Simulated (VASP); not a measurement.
# Be2ZnSe3 (P6_3mc) in VASP: further runs

Be2ZnSe3 is run at these levels: PBE; tasks: single point, relaxation of cell and atoms.

Program: VASP 6.6.1. These are calculated values, not measurements. Logs are shortened: lines on timing, memory, paths and dates and some standing lists are left out, and cuts for length are marked.

## 1. The cell of the first run

Symmetry: P6_3mc, No. 186, hexagonal system. The conventional cell has a = 3.779 Å, b = 3.779 Å, c = 18.792 Å, α = 90.00°, β = 90.00°, γ = 120.00°. Be (site symmetry 3m) has 4 Se at 2.23 to 2.30 Å within 3.0 Å. Within 3.0 Å of Be (site symmetry 3m) lie 4 Se at 2.25 to 2.30 Å. Within 3.2 Å of Zn (site symmetry 3m) lie 4 Se at 2.41 to 2.46 Å. Within 3.0 Å of Se (site symmetry 3m) lie 1 Be at 2.23 Å and 3 Zn at 2.41 Å. Within 3.0 Å of Se (site symmetry 3m) lie 4 Be at 2.25 to 2.30 Å. Se (site symmetry 3m) has 3 Be at 2.30 Å and 1 Zn at 2.46 Å within 3.0 Å.

## 2. Single point, PBE

Input file INCAR:

```
SYSTEM = Be2ZnSe3
PREC = Accurate
ENCUT = 520
EDIFF = 1E-6
ISMEAR = 0
SIGMA = 0.02
LREAL = .FALSE.
LASPH = .TRUE.
NELM = 100
ALGO = Normal
ISIF = 2
LWAVE = .FALSE.
LCHARG = .FALSE.
GGA = PE
NBANDS = 46
```

Input file KPOINTS:

```
regular mesh
0
G
  12 12 2
  0 0 0
```

Input file POSCAR:

```
Be2ZnSe3
1.0
    3.7791019152      0.0000000000      0.0000000000
   -1.8895509576      3.2727982620      0.0000000000
    0.0000000000      0.0000000000     18.7915897086
Be Zn Se
4 2 6
Direct
    0.3333333333      0.6666666667      0.9959676770
    0.3333333333      0.6666666667      0.3379135512
    0.6666666667      0.3333333333      0.4959676770
    0.6666666667      0.3333333333      0.8379135512
    0.3333333333      0.6666666667      0.6688421762
    0.6666666667      0.3333333333      0.1688421762
    0.3333333333      0.6666666667      0.1149008364
    0.3333333333      0.6666666667      0.4576942162
    0.3333333333      0.6666666667      0.7996815429
    0.6666666667      0.3333333333      0.2996815429
    0.6666666667      0.3333333333      0.6149008364
    0.6666666667      0.3333333333      0.9576942162
```

Potentials or basis: VASP PAW PBE potentials, release 64 (Be, Zn, Se).

Run with:

```
$ cat potpaw_PBE.64/Be/POTCAR potpaw_PBE.64/Zn/POTCAR potpaw_PBE.64/Se/POTCAR > POTCAR
$ mpirun -np 1 vasp_std > vasp.out
```

OUTCAR:

```text
SYSTEM = Be2ZnSe3
   PREC = Accurate
   ENCUT = 520
   EDIFF = 1E-6
   ISMEAR = 0
   LREAL = .FALSE.
   LASPH = .TRUE.
   NELM = 100
   ISIF = 2
   GGA = PE

 ion  position               nearest neighbor table
   1  0.333  0.667  0.996-   7 2.23  12 2.30  12 2.30  12 2.30
   2  0.333  0.667  0.338-   8 2.25  10 2.30  10 2.30  10 2.30
   3  0.667  0.333  0.496-  11 2.23   8 2.30   8 2.30   8 2.30
   4  0.667  0.333  0.838-  12 2.25   9 2.30   9 2.30   9 2.30
   5  0.333  0.667  0.669-  11 2.41  11 2.41  11 2.41   9 2.46
   6  0.667  0.333  0.169-   7 2.41   7 2.41   7 2.41  10 2.46
   7  0.333  0.667  0.115-   1 2.23   6 2.41   6 2.41   6 2.41
   8  0.333  0.667  0.458-   2 2.25   3 2.30   3 2.30   3 2.30
   9  0.333  0.667  0.800-   4 2.30   4 2.30   4 2.30   5 2.46
  10  0.667  0.333  0.300-   2 2.30   2 2.30   2 2.30   6 2.46
  11  0.667  0.333  0.615-   3 2.23   5 2.41   5 2.41   5 2.41
  12  0.667  0.333  0.958-   4 2.25   1 2.30   1 2.30   1 2.30

  LATTYP: Found a hexagonal cell.
 ALAT       =     3.7791019152
 C/A-ratio  =     4.9725014382

  Lattice vectors:

 A1 = (   3.7791019152,   0.0000000000,   0.0000000000)
 A2 = (  -1.8895509576,   3.2727982620,   0.0000000000)
 A3 = (   0.0000000000,   0.0000000000,  18.7915897086)

Analysis of symmetry for initial positions (statically):
=====================================================================
 Subroutine PRICEL returns:
 Original cell was already a primitive cell.

 Routine SETGRP: Setting up the symmetry group for a
 hexagonal supercell.

 Subroutine GETGRP returns: Found 12 space group operations
 (whereof  6 operations were pure point group operations)
 out of a pool of 24 trial point group operations.

The static configuration has the point symmetry C_3v.
 The point group associated with its full space group is C_6v.

Analysis of symmetry for dynamics (positions and initial velocities):
=====================================================================
 Subroutine PRICEL returns:
 Original cell was already a primitive cell.

 Routine SETGRP: Setting up the symmetry group for a
 hexagonal supercell.

 Subroutine GETGRP returns: Found 12 space group operations
 (whereof  6 operations were pure point group operations)
 out of a pool of 24 trial point group operations.

The dynamic configuration has the point symmetry C_3v.
 The point group associated with its full space group is C_6v.

 Subroutine INISYM returns: Found 12 space group operations
 (whereof  6 operations are pure point group operations),
 and found     1 'primitive' translations

----------------------------------------------------------------------------------------

                                     Primitive cell

  volume of cell :     232.4189

  direct lattice vectors                    reciprocal lattice vectors
     3.779101915  0.000000000  0.000000000     0.264613134  0.152774464  0.000000000
    -1.889550958  3.272798262  0.000000000     0.000000000  0.305548928  0.000000000
     0.000000000  0.000000000 18.791589709     0.000000000  0.000000000  0.053215296

  length of vectors
     3.779101915  3.779101915 18.791589709     0.305548928  0.305548928  0.053215296

  position of ions in fractional coordinates (direct lattice)
     0.333333333  0.666666667  0.995967677
     0.333333333  0.666666667  0.337913551
     0.666666667  0.333333333  0.495967677
     0.666666667  0.333333333  0.837913551
     0.333333333  0.666666667  0.668842176
     0.666666667  0.333333333  0.168842176
     0.333333333  0.666666667  0.114900836
     0.333333333  0.666666667  0.457694216
     0.333333333  0.666666667  0.799681543
     0.666666667  0.333333333  0.299681543
     0.666666667  0.333333333  0.614900836
     0.666666667  0.333333333  0.957694216

  ion indices of the primitive-cell ions
   primitive index   ion index
                 1           1
                 2           2
                 3           3
                 4           4
                 5           5
                 6           6
                 7           7
                 8           8
                 9           9
                10          10
                11          11
                12          12

----------------------------------------------------------------------------------------

 KPOINTS: regular mesh

Automatic generation of k-mesh.
 Grid dimensions read from file:
 generate k-points for:   12   12    2

 Generating k-lattice:

  Cartesian coordinates                     Fractional coordinates (reciprocal lattice)
     0.022051094  0.012731205  0.000000000     0.083333333  0.000000000  0.000000000
     0.000000000  0.025462411  0.000000000     0.000000000  0.083333333  0.000000000
     0.000000000  0.000000000  0.026607648     0.000000000  0.000000000  0.500000000

  Length of vectors
     0.025462411  0.025462411  0.026607648

  Shift w.r.t. Gamma in fractional coordinates (k-lattice)
     0.000000000  0.000000000  0.000000000

 Subroutine IBZKPT returns following result:
 ===========================================

 Found     38 irreducible k-points:

 Following reciprocal coordinates:
            Coordinates               Weight
  0.000000  0.000000  0.000000      1.000000
  0.083333  0.000000  0.000000      6.000000
  0.166667  0.000000  0.000000      6.000000
  0.250000  0.000000  0.000000      6.000000
  0.333333 -0.000000  0.000000      6.000000
  0.416667 -0.000000  0.000000      6.000000
[... 16 lines left out ...]
  0.250000  0.000000  0.500000      6.000000
  0.333333 -0.000000  0.500000      6.000000
 [... further k-points ...]
   k-points           NKPTS =     38   k-points in BZ     NKDIM =     38   number of bands    NBANDS=     46
   number of dos      NEDOS =    301   number of ions     NIONS =     12
   total plane-waves  NPLWV = 109760
   dimension x,y,z NGX =    28 NGY =   28 NGZ =  140
   dimension x,y,z NGXF=    56 NGYF=   56 NGZF=  280
   ions per type =               4   2   6
   NGX,Y,Z   is equivalent  to a cutoff of  12.32, 12.32, 12.39 a.u.
   NGXF,Y,Z  is equivalent  to a cutoff of  24.63, 24.63, 24.77 a.u.
 SYSTEM =  Be2ZnSe3
   PREC   = accura    normal or accurate (medium, high low for compatibility)
   ISTART =      0    job   : 0-new  1-cont  2-samecut
   ICHARG =      2    charge: 1-file 2-atom 10-const
   ISPIN  =      1    spin polarized calculation?
   LNONCOLLINEAR =      F non collinear calculations
   LSORBIT =      F    spin-orbit coupling
   LASPH  =      T    aspherical Exc in radial PAW
   ENCUT  =  520.0 eV  38.22 Ry    6.18 a.u.   7.03  7.03 34.94*2*pi/ulx,y,z
   NELM   =    100;   NELMIN=  2; NELMDL= -5     # of ELM steps
   EDIFF  = 0.1E-05   stopping-criterion for ELM
   LREAL  =      F    real-space projection
   EDIFFG = 0.1E-04   stopping-criterion for IOM
   NSW    =      0    number of steps for IOM
   IBRION =     -1    ionic relax: 0-MD 1-quasi-New 2-CG
   NFREE  =      0    steps in history (QN), initial steepest desc. (CG)
   ISIF   =      2    stress and relaxation
   ISYM   =      2    0-nonsym 1-usesym 2-fastsym
   POTIM  = 0.5000    time-step for ionic-motion
   TEBEG  =    0.0;   TEEND  =   0.0 temperature during run
   PSTRESS=    0.0 pullay stress
   NELECT =      68.0000    total number of electrons
   NUPDOWN=      -1.0000    fix difference up-down
   EMIN   =  10.00;   EMAX   =-10.00  energy-range for DOS
   EFERMI =   0.00;   METHOD = LEGACY
   ISMEAR =     0;   SIGMA  =   0.02  broadening in eV -4-tet -1-fermi 0-gaus
   EFERMI_NEDOS =   21; number of points for ismear=-14 and -15
   IALGO  =     38    algorithm
   IMIX   =      4    mixing-type and parameters
     AMIX     =   0.40;   BMIX     =  1.00
     AMIX_MAG =   1.60;   BMIX_MAG =  1.00
  volume/ion in A,a.u.               =      19.37       130.70
  Fermi-wavevector in a.u.,A,eV,Ry     =   1.086811  2.053775 16.070631  1.181158
  Thomas-Fermi vector in A             =   2.222956
   LORBIT       =      0    0 simple, 1 ext, 2 COOP (PROOUT), +10 PAW based schemes
   GGA     = PE    functional components
   LHFCALC =     F    Hartree Fock is set to
   AEXX    =    0.0000 exact exchange contribution
   IVDW    =     0    specifies the selected vdW correction
   LEPSILON=     F    determine dielectric tensor
   LRPA    =     F    only Hartree local field effects (RPA)
 non-spin polarized calculation
 Gauss-broadening in eV      SIGMA  =   0.02
  energy-cutoff  :      520.00
  volume of cell :      232.42
 maximum number of plane-waves:      6290
   NGX = 15   NGY = 15   NGZ = 69

 number of electron      67.9999980 magnetization

 Free energy of the ion-electron system (eV)
  ---------------------------------------------------
  ext. energy  EPLUGINS =         0.00000000
  ---------------------------------------------------
  free energy    TOTEN  =       -46.91738805 eV

  energy without entropy =      -46.91738805  energy(sigma->0) =      -46.91738805

 E-fermi :   2.9807     XC(G=0):  -9.3054

 val. band max:        2.8522435068   @ k =   0.0000   0.0000   0.0000
 cond. band min:       5.2470172396   @ k =   0.5000   0.0000   0.0000
 fundamental gap:      2.3947737328
 Fermi energy:         2.9807378403

 k-point     1 :       0.0000    0.0000    0.0000
  band No.  band energies     occupation
      1     -10.9800      2.00000
      2     -10.8220      2.00000
      3     -10.6802      2.00000
      4     -10.3130      2.00000
      5     -10.1008      2.00000
      6      -9.8727      2.00000
[... 38 lines left out ...]
     45       7.9543      0.00000
     46       7.9871      0.00000
[... 1086 lines left out ...]
      6      -9.5964      2.00000
[... 38 lines left out ...]
     45       8.7106      0.00000
     46       8.7106      0.00000

 [... further k-points ...]

------------------------ aborting loop because EDIFF is reached ----------------------------------------

  FORCE on cell =-STRESS in cart. coord.  units (eV):
  Direction    XX          YY          ZZ          XY          YZ          ZX
  --------------------------------------------------------------------------------------
  -------------------------------------------------------------------------------------
  Total        0.2767097      0.2767097      0.2782772      0.0000000     -0.0000000      0.0000000
  in kB        1.9074960      1.9074960      1.9183016      0.0000000     -0.0000000      0.0000000
  external PRESSURE =       1.9110978 kB  Pullay stress =       0.0000000 kB

 VOLUME and BASIS-vectors are now :
 -----------------------------------------------------------------------------
  energy-cutoff  :      520.00
  volume of cell :      232.42
      direct lattice vectors                 reciprocal lattice vectors
     3.779101915  0.000000000  0.000000000     0.264613134  0.152774464  0.000000000
    -1.889550958  3.272798262  0.000000000     0.000000000  0.305548928  0.000000000
     0.000000000  0.000000000 18.791589709     0.000000000  0.000000000  0.053215296

 POSITION                                       TOTAL-FORCE (eV/Angst)
 -----------------------------------------------------------------------------------
     -0.00000      2.18187     18.71582         0.000000     -0.000000     -0.004578
     -0.00000      2.18187      6.34993         0.000000     -0.000000     -0.004437
      1.88955      1.09093      9.32002         0.000000     -0.000000     -0.004578
      1.88955      1.09093     15.74573         0.000000     -0.000000     -0.004437
     -0.00000      2.18187     12.56861         0.000000     -0.000000      0.010331
      1.88955      1.09093      3.17281        -0.000000      0.000000      0.010331
     -0.00000      2.18187      2.15917         0.000000      0.000000     -0.013036
     -0.00000      2.18187      8.60080         0.000000     -0.000000     -0.000519
     -0.00000      2.18187     15.02729         0.000000     -0.000000      0.012239
      1.88955      1.09093      5.63149         0.000000      0.000000      0.012239
      1.88955      1.09093     11.55496         0.000000     -0.000000     -0.013036
      1.88955      1.09093     17.99660        -0.000000      0.000000     -0.000519
 -----------------------------------------------------------------------------------
    total drift:                               -0.000001     -0.000001     -0.002470

  FREE ENERGIE OF THE ION-ELECTRON SYSTEM (eV)
  ---------------------------------------------------
  free  energy   TOTEN  =       -46.9173880506 eV

  energy  without entropy=      -46.9173880506  energy(sigma->0) =      -46.91738805
```

Run time: 5.2 min. Hardware: 1 thread of AMD EPYC 9R45 (Zen 5), shared host; peak memory 0.49 GiB.

What came out:

| Property | Result |
| --- | --- |
| Free energy | -46.9174 eV |
| Pressure | 0.2 GPa |
| Largest force | 0.013 eV/Å |
| Band gap on the k mesh | 2.39 eV (least direct gap 2.49 eV) |

Forces on the atoms (eV/Å):
```
Be   0.000  0.000 -0.005
Be   0.000  0.000 -0.004
Be   0.000  0.000 -0.005
Be   0.000  0.000 -0.004
Zn   0.000  0.000  0.010
Zn   0.000  0.000  0.010
Se   0.000  0.000 -0.013
Se   0.000  0.000 -0.001
Se   0.000  0.000  0.012
Se   0.000  0.000  0.012
Se   0.000  0.000 -0.013
Se   0.000  0.000 -0.001
```

A k mesh can miss the band edges.

(Part 1 of 2 ends here.)
